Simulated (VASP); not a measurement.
Input of a VASP 6.6.1 run:

Contents of INCAR:

```
ALGO = Normal
EDIFF = 1E-7
ENCUT = 520
GGA = RE
ISIF = 2
ISMEAR = -1
IVDW = 12
LASPH = True
LCHARG = False
LREAL = False
LWAVE = False
NBANDS = 16
NELM = 60
PREC = Accurate
SIGMA = 0.05
```

Contents of KPOINTS:

```
k-points
0
Gamma
  8 8 8
```

The input POSCAR:

```
CdSe
1.0
    0.0000000000      3.0702711986      3.0702711986
    3.0702711986      0.0000000000      3.0702711986
    3.0702711986      3.0702711986      0.0000000000
Cd Se
1 1
Direct
    0.0000000000      0.0000000000      0.0000000000
    0.2500000000      0.2500000000      0.2500000000
```

Potentials or basis: VASP PAW PBE potentials, release 64 (Cd, Se).

Run with:

```console
$ cat potpaw_PBE.64/Cd/POTCAR potpaw_PBE.64/Se/POTCAR > POTCAR
$ mpirun -np 1 vasp_std > vasp.out
```

Problem. Estimate the dispersion energy per atom.

Solution. -0.591 eV.

Problem. What does it give for the band gap on the k mesh?

Solution. 0.68 eV, direct.

 As with any semilocal functional, this revPBE gap is likely too small.
